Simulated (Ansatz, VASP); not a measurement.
**Te2O in VASP and in Ansatz**

```
Te O
1.0
     5.22466    0.00000    0.00000
     0.00000    5.22466    0.00000
     0.00000    0.00000    5.22466
Te O
4 2
Direct
  0.25000 0.25000 0.25000
  0.25000 0.75000 0.75000
  0.75000 0.75000 0.25000
  0.75000 0.25000 0.75000
  0.00000 0.00000 0.00000
  0.50000 0.50000 0.50000
```

Alike in both runs: task relaxation of cell and atoms; functional PBE; k mesh 8 × 8 × 8; occupations gaussian, width 0.1 eV; no spin polarisation.

|  | VASP | Ansatz |
| --- | --- | --- |
| version | VASP 6.6.1 | Ansatz 0.2.0 |
| potentials or method | VASP PAW PBE potentials, release 64 (Te, O), cutoff 600 eV | scalar-relativistic, plane waves, PAW |
| valence electrons in the cell | 36 | 76 |

```tsv
	VASP	Ansatz	Ansatz less VASP
gap on the k mesh at the Fermi level, each at its own relaxed structure (eV)	none	none	-
relaxed volume (Å³/atom)	23.54	23.67	+0.130
relaxed cell length with the largest relative difference (Å)	5.208	5.217	+0.0096
```

A gap of «none» marks a metal or a gap that the smearing closes. VASP's potentials hold 36 valence electrons a cell and Ansatz's 76, so a difference there can come from the potentials and not from the codes.

Neither program's run includes spin-orbit coupling.
